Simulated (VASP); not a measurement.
# Au (P1) in VASP: single point with PBE

Aim: the single point of Au with PBE.

Program: VASP 6.6.1. These are calculated values, not measurements. Logs are shortened: lines on timing, memory, paths and dates and some standing lists are left out, and cuts for length are marked.

## (1) The cell of the first run

The typed cell holds 6 atoms: a = 3.994 Å, b = 3.994 Å, c = 7.911 Å, α = 89.98°, β = 90.00°, γ = 90.00°.

This isn't the form of Au at room conditions, which is fcc.

## (2) Single point, PBE

The input, INCAR:

```
SYSTEM = Au
  PREC = Accurate
  ENCUT = 520
  EDIFF = 1E-7
  ISMEAR = 0
  SIGMA = 0.2
  LREAL = .FALSE.
  LASPH = .TRUE.
  NELM = 80
  ALGO = Fast
  ISIF = 2
  LWAVE = .FALSE.
  LCHARG = .FALSE.
  GGA = PE
  NBANDS = 42
```

The input, KPOINTS:

```
regular mesh
0
G
  6 6 4
  0 0 0
```

The input, POSCAR:

```
Au
1.0
   -3.9935709633      0.0001823914     -0.0001343527
   -0.0001234877     -0.0008323648     -3.9938720552
   -0.0009349220     -7.9110119428     -0.0016434303
Au
6
Direct
    0.5001238681     -0.0004360930      0.0000869525
    0.4998831072      0.0001431236      0.4999485430
   -0.0000552520     -0.0003173332      0.7500003632
   -0.0000446114      0.0006392004      0.2499284556
    0.0002227394      0.4997550786      0.0001396220
   -0.0001298513      0.5002160236      0.4998960638
```

Potentials or basis: VASP PAW PBE potentials, release 64 (Au).

Launch:

```bash
$ cat potpaw_PBE.64/Au/POTCAR > POTCAR
$ mpirun -np 1 vasp_std > vasp.out
```

OUTCAR:

```text
SYSTEM = Au
   PREC = Accurate
   ENCUT = 520
   EDIFF = 1E-7
   ISMEAR = 0
   LREAL = .FALSE.
   LASPH = .TRUE.
   NELM = 80
   ISIF = 2
   GGA = PE

 ion  position               nearest neighbor table
   1  0.500  1.000  0.000-   4 2.81   4 2.81   3 2.81   3 2.81   5 2.82   5 2.82   5 2.82   5 2.82

   2  0.500  0.000  0.500-   4 2.81   3 2.81   4 2.81   3 2.81   6 2.82   6 2.82   6 2.82   6 2.82

   3  1.000  1.000  0.750-   6 2.81   1 2.81   2 2.81   5 2.81   2 2.81   1 2.81   6 2.81   5 2.81

   4  1.000  0.001  0.250-   5 2.81   1 2.81   6 2.81   1 2.81   2 2.81   2 2.81   6 2.81   5 2.81

   5  0.000  0.500  0.000-   4 2.81   3 2.81   3 2.81   4 2.81   1 2.82   1 2.82   1 2.82   1 2.82

   6  1.000  0.500  0.500-   4 2.81   3 2.81   4 2.81   3 2.81   2 2.82   2 2.82   2 2.82   2 2.82

  LATTYP: Found a triclinic cell.
 ALAT       =     8.8634883349
 B/A-ratio  =     0.4505982287
 C/A-ratio  =     0.4505642495
 COS(alpha) =     0.0000645520
 COS(beta)  =     0.0000938100
 COS(gamma) =     0.4509696623

  Lattice vectors:

 A1 = (   0.0010584097,   7.9118443076,   3.9955154855)
 A2 = (   0.0001234877,   0.0008323648,   3.9938720552)
 A3 = (   3.9935709633,  -0.0001823914,   0.0001343527)

Analysis of symmetry for initial positions (statically):
=====================================================================
 Subroutine PRICEL returns:
 Original cell was already a primitive cell.

 Routine SETGRP: Setting up the symmetry group for a
 triclinic supercell.

 Subroutine GETGRP returns: Found  1 space group operations
 (whereof  1 operations were pure point group operations)
 out of a pool of  2 trial point group operations.

The static configuration has the point symmetry C_1 .

Analysis of symmetry for dynamics (positions and initial velocities):
=====================================================================
 Subroutine PRICEL returns:
 Original cell was already a primitive cell.

 Routine SETGRP: Setting up the symmetry group for a
 triclinic supercell.

 Subroutine GETGRP returns: Found  1 space group operations
 (whereof  1 operations were pure point group operations)
 out of a pool of  2 trial point group operations.

The dynamic configuration has the point symmetry C_1 .

 Subroutine INISYM returns: Found  1 space group operations
 (whereof  1 operations are pure point group operations),
 and found     1 'primitive' translations

----------------------------------------------------------------------------------------

                                     Primitive cell

  volume of cell :     126.1791

  direct lattice vectors                    reciprocal lattice vectors
    -3.993570963  0.000182391 -0.000134353    -0.250402461  0.000029591  0.000007736
    -0.000123488 -0.000832365 -3.993872055     0.000008426  0.000052014 -0.250383595
    -0.000934922 -7.911011943 -0.001643430    -0.000005774 -0.126406084  0.000026345

  length of vectors
     3.993570970  3.993872144  7.911012169     0.250402462  0.250383601  0.126406087

  position of ions in fractional coordinates (direct lattice)
     0.500123868  0.999563907  0.000086952
     0.499883107  0.000143124  0.499948543
     0.999944748  0.999682667  0.750000363
     0.999955389  0.000639200  0.249928456
     0.000222739  0.499755079  0.000139622
     0.999870149  0.500216024  0.499896064

  ion indices of the primitive-cell ions
   primitive index   ion index
                 1           1
                 2           2
                 3           3
                 4           4
                 5           5
                 6           6

----------------------------------------------------------------------------------------

 KPOINTS: regular mesh

Automatic generation of k-mesh.
 Grid dimensions read from file:
 generate k-points for:    6    6    4

 Generating k-lattice:

  Cartesian coordinates                     Fractional coordinates (reciprocal lattice)
    -0.041733743  0.000004932  0.000001289     0.166666667  0.000000000  0.000000000
     0.000001404  0.000008669 -0.041730599     0.000000000  0.166666667  0.000000000
    -0.000001444 -0.031601521  0.000006586     0.000000000  0.000000000  0.250000000

  Length of vectors
     0.041733744  0.041730600  0.031601522

  Shift w.r.t. Gamma in fractional coordinates (k-lattice)
     0.000000000  0.000000000  0.000000000

 Subroutine IBZKPT returns following result:
 ===========================================

 Found     76 irreducible k-points:

 Following reciprocal coordinates:
            Coordinates               Weight
  0.000000  0.000000  0.000000      1.000000
  0.166667 -0.000000  0.000000      2.000000
  0.333333 -0.000000 -0.000000      2.000000
  0.500000  0.000000  0.000000      1.000000
 -0.000000  0.166667  0.000000      2.000000
  0.166667  0.166667  0.000000      2.000000
[... 16 lines left out ...]
  0.333333  0.000000  0.250000      2.000000
  0.500000  0.000000  0.250000      2.000000
 [... further k-points ...]
   k-points           NKPTS =     76   k-points in BZ     NKDIM =     76   number of bands    NBANDS=     42
   number of dos      NEDOS =    301   number of ions     NIONS =      6
   total plane-waves  NPLWV =  54000
   dimension x,y,z NGX =    30 NGY =   30 NGZ =   60
   dimension x,y,z NGXF=    60 NGYF=   60 NGZF=  120
   ions per type =               6
   NGX,Y,Z   is equivalent  to a cutoff of  12.49, 12.49, 12.61 a.u.
   NGXF,Y,Z  is equivalent  to a cutoff of  24.98, 24.98, 25.22 a.u.
 SYSTEM =  Au
   PREC   = accura    normal or accurate (medium, high low for compatibility)
   ISTART =      0    job   : 0-new  1-cont  2-samecut
   ICHARG =      2    charge: 1-file 2-atom 10-const
   ISPIN  =      1    spin polarized calculation?
   LNONCOLLINEAR =      F non collinear calculations
   LSORBIT =      F    spin-orbit coupling
   LASPH  =      T    aspherical Exc in radial PAW
   ENCUT  =  520.0 eV  38.22 Ry    6.18 a.u.   7.43  7.43 14.71*2*pi/ulx,y,z
   NELM   =     80;   NELMIN=  2; NELMDL= -5     # of ELM steps
   EDIFF  = 0.1E-06   stopping-criterion for ELM
   LREAL  =      F    real-space projection
   EDIFFG = 0.1E-05   stopping-criterion for IOM
   NSW    =      0    number of steps for IOM
   IBRION =     -1    ionic relax: 0-MD 1-quasi-New 2-CG
   NFREE  =      0    steps in history (QN), initial steepest desc. (CG)
   ISIF   =      2    stress and relaxation
   ISYM   =      2    0-nonsym 1-usesym 2-fastsym
   POTIM  = 0.5000    time-step for ionic-motion
   TEBEG  =    0.0;   TEEND  =   0.0 temperature during run
   PSTRESS=    0.0 pullay stress
   NELECT =      66.0000    total number of electrons
   NUPDOWN=      -1.0000    fix difference up-down
   EMIN   =  10.00;   EMAX   =-10.00  energy-range for DOS
   EFERMI =   0.00;   METHOD = LEGACY
   ISMEAR =     0;   SIGMA  =   0.20  broadening in eV -4-tet -1-fermi 0-gaus
   EFERMI_NEDOS =   21; number of points for ismear=-14 and -15
   IALGO  =     68    algorithm
   IMIX   =      4    mixing-type and parameters
     AMIX     =   0.40;   BMIX     =  1.00
     AMIX_MAG =   1.60;   BMIX_MAG =  1.00
  volume/ion in A,a.u.               =      21.03       141.92
  Fermi-wavevector in a.u.,A,eV,Ry     =   1.319047  2.492637 23.672574  1.739885
  Thomas-Fermi vector in A             =   2.448973
   LORBIT       =      0    0 simple, 1 ext, 2 COOP (PROOUT), +10 PAW based schemes
   GGA     = PE    functional components
   LHFCALC =     F    Hartree Fock is set to
   AEXX    =    0.0000 exact exchange contribution
   IVDW    =     0    specifies the selected vdW correction
   LEPSILON=     F    determine dielectric tensor
   LRPA    =     F    only Hartree local field effects (RPA)
 non-spin polarized calculation
 RMM-DIIS sequential band-by-band and
 Gauss-broadening in eV      SIGMA  =   0.20
  energy-cutoff  :      520.00
  volume of cell :      126.18
 maximum number of plane-waves:      3429
 NGX is ok and might be reduce to    30
   NGX = 15   NGY = 15   NGZ = 29

 number of electron      66.0000015 magnetization

 Free energy of the ion-electron system (eV)
  ---------------------------------------------------
  ext. energy  EPLUGINS =         0.00000000
  ---------------------------------------------------
  free energy    TOTEN  =       -18.87773308 eV

  energy without entropy =      -18.84908992  energy(sigma->0) =      -18.86341150

 E-fermi :   6.2538     XC(G=0): -11.2449

 val. band max:        6.1800716692   @ k =   0.5000   0.1667   0.2500
 cond. band min:       6.2659082394   @ k =   0.3333   0.3333  -0.0000
 fundamental gap:      0.0858365702
 Fermi energy:         6.2537982347

 k-point     1 :       0.0000    0.0000    0.0000
  band No.  band energies     occupation
      1      -2.1940      2.00000
      2      -0.5319      2.00000
      3       0.2694      2.00000
      4       0.5527      2.00000
      5       0.5531      2.00000
      6       0.5927      2.00000
[... 34 lines left out ...]
     41      13.1236      0.00000
     42      14.8209      0.00000

 k-point     2 :       0.1667   -0.0000    0.0000
  band No.  band energies     occupation
      1      -1.8946      2.00000
      2      -0.2685      2.00000
      3       0.4608      2.00000
      4       0.6063      2.00000
      5       0.7347      2.00000
      6       0.7685      2.00000
[... 34 lines left out ...]
     41      14.6098      0.00000
     42      15.0297      0.00000

 k-point     3 :       0.3333   -0.0000   -0.0000
  band No.  band energies     occupation
      1      -1.1303      2.00000
      2       0.3836      2.00000
      3       0.7225      2.00000
      4       0.8392      2.00000
      5       1.0095      2.00000
      6       1.2634      2.00000
[... 897 lines left out ...]
      4       0.9671      2.00000
      5       1.1754      2.00000
      6       1.1865      2.00000
[... 34 lines left out ...]
     41      14.9602      0.00000
     42      15.7277      0.00000

 k-point    24 :       0.5000    0.0000    0.2500
  band No.  band energies     occupation
      1      -0.4334      2.00000
      2       0.5570      2.00000
      3       0.8621      2.00000
      4       0.9145      2.00000
      5       1.0999      2.00000
      6       1.3346      2.00000
[... 34 lines left out ...]
     41      15.3425      0.00000
     42      15.8013      0.00000

 [... further k-points ...]

------------------------ aborting loop because EDIFF is reached ----------------------------------------

  FORCE on cell =-STRESS in cart. coord.  units (eV):
  Direction    XX          YY          ZZ          XY          YZ          ZX
  --------------------------------------------------------------------------------------
  -------------------------------------------------------------------------------------
  Total       -0.0846960     -0.0620014     -0.0877234     -0.0031130     -0.0180779     -0.0025655
  in kB       -1.0754390     -0.7872718     -1.1138801     -0.0395284     -0.2295464     -0.0325758
  external PRESSURE =      -0.9921969 kB  Pullay stress =       0.0000000 kB

 VOLUME and BASIS-vectors are now :
 -----------------------------------------------------------------------------
  energy-cutoff  :      520.00
  volume of cell :      126.18
      direct lattice vectors                 reciprocal lattice vectors
    -3.993570963  0.000182391 -0.000134353    -0.250402461  0.000029591  0.000007736
    -0.000123488 -0.000832365 -3.993872055     0.000008426  0.000052014 -0.250383595
    -0.000934922 -7.911011943 -0.001643430    -0.000005774 -0.126406084  0.000026345

 POSITION                                       TOTAL-FORCE (eV/Angst)
 -----------------------------------------------------------------------------------
     -1.99740     -0.00143     -3.99220         0.001865      0.006004     -0.002803
     -1.99679     -3.95501     -0.00146        -0.001209     -0.001184     -0.001566
     -3.99417     -5.93391     -3.99397        -0.001127     -0.001400     -0.004014
     -3.99363     -1.97701     -0.00310        -0.000967     -0.008371      0.011023
     -0.00095     -0.00152     -1.99596         0.001508      0.007838     -0.005288
     -3.99358     -3.95492     -1.99875        -0.000070     -0.002887      0.002648
 -----------------------------------------------------------------------------------
    total drift:                               -0.000000     -0.000000      0.000003

  FREE ENERGIE OF THE ION-ELECTRON SYSTEM (eV)
  ---------------------------------------------------
  free  energy   TOTEN  =       -18.8777330790 eV

  energy  without entropy=      -18.8490899221  energy(sigma->0) =      -18.86341150
```

It took 4.7 min on 1 thread of Intel Xeon Platinum 8488C (Sapphire Rapids), shared host; peak memory 0.41 GiB.

Results:

```
Free energy            : -18.8777 eV
Pressure               : -0.1 GPa
Largest force          : 0.014 eV/Å
Band gap on the k mesh : zero (bands 33 and 34 overlap by 2.55 eV)
```

Forces on the atoms (eV/Å):
```
Au   0.002  0.006 -0.003
Au  -0.001 -0.001 -0.002
Au  -0.001 -0.001 -0.004
Au  -0.001 -0.008  0.011
Au   0.002  0.008 -0.005
Au   0.000 -0.003  0.003
```

Levels at points of the mesh, in eV from the Fermi level:
```
           k point  band 29  band 30  band 31  band 32  band 33  band 34  band 35  band 36  band 37  band 38
(0.00, 0.00, 0.00)    -1.10    -0.83    -0.82    -0.79    -0.79     3.10     3.11     3.28     6.64     6.69
(0.50, 0.00, 0.00)    -2.47    -2.16    -1.92    -1.85    -0.79     1.14     1.15     1.48     6.63     6.76
(0.00, 0.50, 0.00)    -2.47    -2.16    -1.92    -1.85    -0.79     1.14     1.15     1.48     6.63     6.76
(0.50, 0.50, 0.00)    -1.13    -1.13    -1.10    -0.34     1.07     1.07     1.49     1.60     1.60     1.66
(0.00, 0.00, 0.50)    -1.56    -1.56    -0.83    -0.82    -0.13    -0.13     4.77     4.77     4.78     4.78
(0.50, 0.00, 0.50)    -1.86    -1.86    -1.65    -1.64    -1.27    -1.27     2.80     2.80     4.98     4.98
(0.00, 0.50, 0.50)    -1.86    -1.86    -1.64    -1.64    -1.27    -1.27     2.80     2.80     4.98     4.98
(0.50, 0.50, 0.50)    -1.64    -1.63    -1.34    -1.34     1.18     1.18     1.18     1.18     1.56     1.56
```

Caveat: spin-orbit coupling is left out, which moves the levels of the heavy elements.
